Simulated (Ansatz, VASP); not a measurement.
**One calculation of InO, two programs**

```xyz
4
Lattice="3.4536 0.0000 0.0000 -1.7268 2.9909 0.0000 0.0000 0.0000 15.8771" Properties=species:S:1:pos:R:3 pbc="T T T"
In    1.7268    0.9970    9.3678
In    1.7268    0.9970    6.5093
O     0.0000    0.0000   10.1592
O     0.0000    0.0000    5.7179
```

Alike in both runs: task single point; functional PBE; k mesh 6 × 6 × 1; no spin polarisation.

```csv
,VASP,Ansatz
version,VASP 6.6.1,Ansatz 0.2.0
potentials or method,"VASP PAW PBE potentials, release 64 (In_d, O)","plane waves, PAW"
plane-wave cutoff (eV),520,420
occupations,"gaussian, width 0.01 eV",fixed
valence electrons in the cell,38,38
```

|  | VASP | Ansatz | Ansatz less VASP |
| --- | --- | --- | --- |
| gap on the k mesh at the Fermi level (eV) | 0.36 | 0.37 | +0.013 |
| rms of the force components (eV/Å) | 0.005 | 0.025 | +0.0195 |

Atom by atom the forces differ by 0.019 eV/Å (rms over components). Ansatz's warnings: stress scf threshold loose.
